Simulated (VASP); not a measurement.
# Al3GaN4 (Cmm2) in VASP: single point with PBEsol

Aim: the single point of Al3GaN4 with PBEsol.

All numbers are computed with VASP 6.6.1; they aren't measurements. Logs are shortened: lines on timing, memory, paths and dates and some standing lists are left out, and cuts for length are marked.

### 1 The cell of the first run

The structure is orthorhombic, space group Cmm2 (No. 35). The conventional cell has a = 6.232 Å, b = 6.232 Å, c = 8.664 Å, α = 90.00°, β = 90.00°, γ = 90.00°. Al (site symmetry 2) has 4 N at 1.81 to 1.90 Å within 2.4 Å. Within 2.5 Å of Al (site symmetry 2) lie 4 N at 1.90 Å. Within 2.5 Å of Al (site symmetry mm2) lie 4 N at 1.90 Å. Al (site symmetry mm2) has 4 N at 1.90 Å within 2.5 Å. Ga (site symmetry mm2) has 4 N at 1.95 Å within 2.6 Å. Ga (site symmetry mm2) has 4 N at 1.95 Å within 2.6 Å. Within 2.5 Å of N (site symmetry m) lie 3 Al at 1.90 Å and 1 Ga at 1.95 Å. Within 2.5 Å of N (site symmetry m) lie 3 Al at 1.90 Å and 1 Ga at 1.95 Å.

### 2 Single point, PBEsol (the distance across one plane changed)

INCAR reads:

```
PREC = Accurate
ENCUT = 520
EDIFF = 1E-6
ISMEAR = 0
SIGMA = 0.05
LREAL = Auto
LASPH = T
NELM = 100
ALGO = Normal
ISIF = 2
LWAVE = F
LCHARG = F
GGA = PS
NBANDS = 56
```

KPOINTS reads:

```
regular mesh
0
Gamma
  5 5 3
```

POSCAR reads:

```
Al3GaN4
1.0
    0.0000000000     -4.4069948432      0.0000000000
    0.0000000000      0.0000000000     -4.4069948432
    8.6639896863      0.0000000000      0.0000000000
Al Ga N
6 2 8
Direct
    0.5000000000      1.0000000000      0.0622595580
    0.5000000000      1.0000000000      0.5709160780
    0.0000000000      0.5000000000      0.0622595580
    0.0000000000      0.5000000000      0.5709160780
    0.5000000000      0.5000000000      0.3165878180
    0.5000000000      0.5000000000      0.8252443380
    0.0000000000      1.0000000000      0.3165878180
    0.0000000000      1.0000000000      0.8252443380
    0.2552922824      0.7447077176      0.1867317341
    0.2552922824      0.7447077176      0.6953882541
    0.7447077176      0.2552922824      0.1867317341
    0.7447077176      0.2552922824      0.6953882541
    0.2552922824      0.2552922824      0.9551004220
    0.2552922824      0.2552922824      0.4464439020
    0.7447077176      0.7447077176      0.9551004220
    0.7447077176      0.7447077176      0.4464439020
```

Potentials or basis: VASP PAW PBE potentials, release 64 (Al, Ga_d, N).

Command:

```bash
cat potpaw_PBE.64/Al/POTCAR potpaw_PBE.64/Ga_d/POTCAR potpaw_PBE.64/N/POTCAR > POTCAR
mpirun -np 1 vasp_std > vasp.out
```

OUTCAR:

```text
PREC = Accurate
   ENCUT = 520
   EDIFF = 1E-6
   ISMEAR = 0
   LREAL = Auto
   LASPH = T
   NELM = 100
   ISIF = 2
   GGA = PS

 ion  position               nearest neighbor table
   1  0.500  0.000  0.062-  13 1.81  15 1.81   9 1.90  11 1.90   6 3.01   8 3.01   6 3.01   8 3.01
                             5 3.12   7 3.12   7 3.12   5 3.12   3 3.12   3 3.12   3 3.12   3 3.12
   2  0.500  0.000  0.571-  14 1.90  16 1.90  10 1.90  12 1.90   6 3.12   8 3.12   6 3.12   8 3.12
                             5 3.12   7 3.12   7 3.12   5 3.12   4 3.12   4 3.12   4 3.12   4 3.12
   3  0.000  0.500  0.062-  13 1.81  15 1.81   9 1.90  11 1.90   6 3.01   8 3.01   8 3.01   6 3.01
                             7 3.12   7 3.12   5 3.12   5 3.12   1 3.12   1 3.12   1 3.12   1 3.12
   4  0.000  0.500  0.571-  14 1.90  16 1.90  10 1.90  12 1.90   6 3.12   8 3.12   8 3.12   6 3.12
                             7 3.12   7 3.12   5 3.12   5 3.12   2 3.12   2 3.12   2 3.12   2 3.12
   5  0.500  0.500  0.317-   9 1.90  11 1.90  14 1.90  16 1.90   1 3.12   2 3.12   3 3.12   4 3.12
                             1 3.12   2 3.12   3 3.12   4 3.12   7 3.12   7 3.12   7 3.12   7 3.12
   6  0.500  0.500  0.825-  10 1.90  12 1.90  13 1.90  15 1.90   1 3.01   3 3.01   1 3.01   3 3.01
                             2 3.12   2 3.12   4 3.12   4 3.12   8 3.12   8 3.12   8 3.12   8 3.12
   7  0.000  0.000  0.317-   9 1.95  11 1.95  14 1.95  16 1.95   1 3.12   2 3.12   3 3.12   4 3.12
                             3 3.12   4 3.12   1 3.12   2 3.12   5 3.12   5 3.12   5 3.12   5 3.12
   8  0.000  0.000  0.825-  10 1.95  12 1.95  13 1.95  15 1.95   1 3.01   3 3.01   3 3.01   1 3.01
                             2 3.12   4 3.12   4 3.12   2 3.12   6 3.12   6 3.12   6 3.12   6 3.12
   9  0.255  0.745  0.187-   5 1.90   3 1.90   1 1.90   7 1.95
  10  0.255  0.745  0.695-   6 1.90   4 1.90   2 1.90   8 1.95
  11  0.745  0.255  0.187-   5 1.90   3 1.90   1 1.90   7 1.95
  12  0.745  0.255  0.695-   6 1.90   4 1.90   2 1.90   8 1.95
  13  0.255  0.255  0.955-   1 1.81   3 1.81   6 1.90   8 1.95
  14  0.255  0.255  0.446-   4 1.90   2 1.90   5 1.90   7 1.95
  15  0.745  0.745  0.955-   1 1.81   3 1.81   6 1.90   8 1.95
  16  0.745  0.745  0.446-   4 1.90   2 1.90   5 1.90   7 1.95

  LATTYP: Found a simple tetragonal cell.
 ALAT       =     4.4069948432
 C/A-ratio  =     1.9659632004

  Lattice vectors:

 A1 = (   0.0000000000,  -4.4069948432,   0.0000000000)
 A2 = (   0.0000000000,   0.0000000000,  -4.4069948432)
 A3 = (   8.6639896863,   0.0000000000,   0.0000000000)

Analysis of symmetry for initial positions (statically):
=====================================================================
 Subroutine PRICEL returns:
 Original cell was already a primitive cell.

 Routine SETGRP: Setting up the symmetry group for a
 simple tetragonal supercell.

 Subroutine GETGRP returns: Found  4 space group operations
 (whereof  4 operations were pure point group operations)
 out of a pool of 16 trial point group operations.

The static configuration has the point symmetry C_2v.

Analysis of symmetry for dynamics (positions and initial velocities):
=====================================================================
 Subroutine PRICEL returns:
 Original cell was already a primitive cell.

 Routine SETGRP: Setting up the symmetry group for a
 simple tetragonal supercell.

 Subroutine GETGRP returns: Found  4 space group operations
 (whereof  4 operations were pure point group operations)
 out of a pool of 16 trial point group operations.

The dynamic configuration has the point symmetry C_2v.

 Subroutine INISYM returns: Found  4 space group operations
 (whereof  4 operations are pure point group operations),
 and found     1 'primitive' translations

----------------------------------------------------------------------------------------

                                     Primitive cell

  volume of cell :     168.2686

  direct lattice vectors                    reciprocal lattice vectors
     0.000000000 -4.406994843  0.000000000     0.000000000 -0.226911997  0.000000000
     0.000000000  0.000000000 -4.406994843     0.000000000  0.000000000 -0.226911997
     8.663989686  0.000000000  0.000000000     0.115420267  0.000000000  0.000000000

  length of vectors
     4.406994843  4.406994843  8.663989686     0.226911997  0.226911997  0.115420267

  position of ions in fractional coordinates (direct lattice)
     0.500000000  0.000000000  0.062259558
     0.500000000  0.000000000  0.570916078
     0.000000000  0.500000000  0.062259558
     0.000000000  0.500000000  0.570916078
     0.500000000  0.500000000  0.316587818
     0.500000000  0.500000000  0.825244338
[... 8 lines left out ...]
     0.744707718  0.744707718  0.955100422
     0.744707718  0.744707718  0.446443902

  ion indices of the primitive-cell ions
   primitive index   ion index
                 1           1
                 2           2
                 3           3
                 4           4
                 5           5
                 6           6
[... 8 lines left out ...]
                15          15
                16          16

----------------------------------------------------------------------------------------

 KPOINTS: regular mesh

Automatic generation of k-mesh.
 Grid dimensions read from file:
 generate k-points for:    5    5    3

 Generating k-lattice:

  Cartesian coordinates                     Fractional coordinates (reciprocal lattice)
     0.000000000 -0.045382399  0.000000000     0.200000000  0.000000000  0.000000000
     0.000000000  0.000000000 -0.045382399     0.000000000  0.200000000  0.000000000
     0.038473422  0.000000000  0.000000000     0.000000000  0.000000000  0.333333333

  Length of vectors
     0.045382399  0.045382399  0.038473422

  Shift w.r.t. Gamma in fractional coordinates (k-lattice)
     0.000000000  0.000000000  0.000000000

 Subroutine IBZKPT returns following result:
 ===========================================

 Found     18 irreducible k-points:

 Following reciprocal coordinates:
            Coordinates               Weight
  0.000000  0.000000  0.000000      1.000000
  0.200000  0.000000  0.000000      4.000000
  0.400000  0.000000  0.000000      4.000000
  0.200000  0.200000  0.000000      2.000000
 -0.200000  0.200000  0.000000      2.000000
  0.400000  0.200000  0.000000      4.000000
[... 10 lines left out ...]
  0.400000  0.400000  0.333333      4.000000
 -0.400000  0.400000  0.333333      4.000000
   k-points           NKPTS =     18   k-points in BZ     NKDIM =     18   number of bands    NBANDS=     56
   number of dos      NEDOS =    301   number of ions     NIONS =     16
   total plane-waves  NPLWV =  82944
   dimension x,y,z NGX =    36 NGY =   36 NGZ =   64
   dimension x,y,z NGXF=    72 NGYF=   72 NGZF=  128
   ions per type =               6   2   8
   NGX,Y,Z   is equivalent  to a cutoff of  13.58, 13.58, 12.28 a.u.
   NGXF,Y,Z  is equivalent  to a cutoff of  27.16, 27.16, 24.56 a.u.
 SYSTEM =  unknown system
   PREC   = accura    normal or accurate (medium, high low for compatibility)
   ISTART =      0    job   : 0-new  1-cont  2-samecut
   ICHARG =      2    charge: 1-file 2-atom 10-const
   ISPIN  =      1    spin polarized calculation?
   LNONCOLLINEAR =      F non collinear calculations
   LSORBIT =      F    spin-orbit coupling
   LASPH  =      T    aspherical Exc in radial PAW
   ENCUT  =  520.0 eV  38.22 Ry    6.18 a.u.   8.19  8.19 16.11*2*pi/ulx,y,z
   NELM   =    100;   NELMIN=  2; NELMDL= -5     # of ELM steps
   EDIFF  = 0.1E-05   stopping-criterion for ELM
   LREAL  =      T    real-space projection
   EDIFFG = 0.1E-04   stopping-criterion for IOM
   NSW    =      0    number of steps for IOM
   IBRION =     -1    ionic relax: 0-MD 1-quasi-New 2-CG
   NFREE  =      0    steps in history (QN), initial steepest desc. (CG)
   ISIF   =      2    stress and relaxation
   ISYM   =      2    0-nonsym 1-usesym 2-fastsym
   POTIM  = 0.5000    time-step for ionic-motion
   TEBEG  =    0.0;   TEEND  =   0.0 temperature during run
   PSTRESS=    0.0 pullay stress
   NELECT =      84.0000    total number of electrons
   NUPDOWN=      -1.0000    fix difference up-down
   EMIN   =  10.00;   EMAX   =-10.00  energy-range for DOS
   EFERMI =   0.00;   METHOD = LEGACY
   ISMEAR =     0;   SIGMA  =   0.05  broadening in eV -4-tet -1-fermi 0-gaus
   EFERMI_NEDOS =   21; number of points for ismear=-14 and -15
   IALGO  =     38    algorithm
   IMIX   =      4    mixing-type and parameters
     AMIX     =   0.40;   BMIX     =  1.00
     AMIX_MAG =   1.60;   BMIX_MAG =  1.00
  volume/ion in A,a.u.               =      10.52        70.97
  Fermi-wavevector in a.u.,A,eV,Ry     =   1.298674  2.454139 22.946974  1.686555
  Thomas-Fermi vector in A             =   2.429987
   LORBIT       =      0    0 simple, 1 ext, 2 COOP (PROOUT), +10 PAW based schemes
   GGA     = PS    functional components
   LHFCALC =     F    Hartree Fock is set to
   AEXX    =    0.0000 exact exchange contribution
   IVDW    =     0    specifies the selected vdW correction
   LEPSILON=     F    determine dielectric tensor
   LRPA    =     F    only Hartree local field effects (RPA)
 non-spin polarized calculation
 Gauss-broadening in eV      SIGMA  =   0.05
  energy-cutoff  :      520.00
  volume of cell :      168.27
 maximum number of plane-waves:      4556
 NGX is ok and might be reduce to    36
   NGX = 17   NGY = 17   NGZ = 33

 number of electron      83.9999981 magnetization

 Free energy of the ion-electron system (eV)
  ---------------------------------------------------
  ext. energy  EPLUGINS =         0.00000000
  ---------------------------------------------------
  free energy    TOTEN  =      -119.58725219 eV

  energy without entropy =     -119.58725219  energy(sigma->0) =     -119.58725219

 E-fermi :   6.0612     XC(G=0): -11.4086

 val. band max:        5.8486054643   @ k =   0.0000   0.0000   0.0000
 cond. band min:       8.9680174342   @ k =   0.0000   0.0000   0.0000
 fundamental gap:      3.1194119699
 Fermi energy:         6.0612419803

 k-point     1 :       0.0000    0.0000    0.0000
  band No.  band energies     occupation
      1      -9.5452      2.00000
      2      -8.6049      2.00000
      3      -8.2283      2.00000
      4      -7.9587      2.00000
      5      -7.8101      2.00000
      6      -7.5976      2.00000
[... 1015 lines left out ...]
     53      14.2549      0.00000
     54      14.3637      0.00000
 [bands above 54 left out]

------------------------ aborting loop because EDIFF is reached ----------------------------------------

  FORCE on cell =-STRESS in cart. coord.  units (eV):
  Direction    XX          YY          ZZ          XY          YZ          ZX
  --------------------------------------------------------------------------------------
  -------------------------------------------------------------------------------------
  Total        4.5878899      3.7364446      3.7364446      0.0000000     -1.8775755      0.0000000
  in kB       43.6838151     35.5767373     35.5767373      0.0000000    -17.8774257      0.0000000
  external PRESSURE =      38.2790966 kB  Pullay stress =       0.0000000 kB

 VOLUME and BASIS-vectors are now :
 -----------------------------------------------------------------------------
  energy-cutoff  :      520.00
  volume of cell :      168.27
      direct lattice vectors                 reciprocal lattice vectors
     0.000000000 -4.406994843  0.000000000     0.000000000 -0.226911997  0.000000000
     0.000000000  0.000000000 -4.406994843     0.000000000  0.000000000 -0.226911997
     8.663989686  0.000000000  0.000000000     0.115420267  0.000000000  0.000000000

 POSITION                                       TOTAL-FORCE (eV/Angst)
 -----------------------------------------------------------------------------------
      0.53942     -2.20350      0.00000         2.070190      0.000000     -0.000000
      4.94641     -2.20350      0.00000        -0.220680      0.000000     -0.000000
      0.53942      0.00000     -2.20350         2.070190      0.000000     -0.000000
      4.94641      0.00000     -2.20350        -0.220680      0.000000     -0.000000
      2.74291     -2.20350     -2.20350        -0.236439      0.000000     -0.000000
      7.14991     -2.20350     -2.20350        -0.418244      0.000000     -0.000000
[... 8 lines left out ...]
      8.27498     -3.28192     -3.28192        -1.808994      0.023316      0.023316
      3.86799     -3.28192     -3.28192         0.215450      0.001658      0.001658
 -----------------------------------------------------------------------------------
    total drift:                                0.006660      0.000000      0.000000

  FREE ENERGIE OF THE ION-ELECTRON SYSTEM (eV)
  ---------------------------------------------------
  free  energy   TOTEN  =      -119.5872521927 eV

  energy  without entropy=     -119.5872521927  energy(sigma->0) =     -119.58725219
```

Run time: 2.9 min. Hardware: 1 thread of AMD EPYC 9R45 (Zen 5), shared host; peak memory 0.3 GiB.

What came out:

```
Free energy            : -119.5873 eV
Pressure               : 3.8 GPa
Largest force          : 2.070 eV/Å
Band gap on the k mesh : 3.12 eV
```

Forces in eV/Å, atoms in the order of the input:
```
Al   2.070  0.000  0.000
Al  -0.221  0.000  0.000
Al   2.070  0.000  0.000
Al  -0.221  0.000  0.000
Al  -0.236  0.000  0.000
Al  -0.418  0.000  0.000
Ga  -0.255  0.000  0.000
Ga  -0.419  0.000  0.000
N    0.207  0.025 -0.025
N    0.201  0.004 -0.004
N    0.207 -0.025  0.025
N    0.201 -0.004  0.004
N   -1.809 -0.023 -0.023
N    0.215 -0.002 -0.002
N   -1.809  0.023  0.023
N    0.215  0.002  0.002
```

Levels at points of the mesh, in eV from the valence-band top:
```
           k point  band 40  band 41  band 42  band 43  band 44  band 45
(0.00, 0.00, 0.00)    -0.07    -0.05     0.00     3.12     3.19     3.41
```

Caveat: the cell differs from its parent crystal (the distance across one plane changed); the cell stands under pressure; the PAW data sets were made with another functional, which shifts forces and pressure a little.
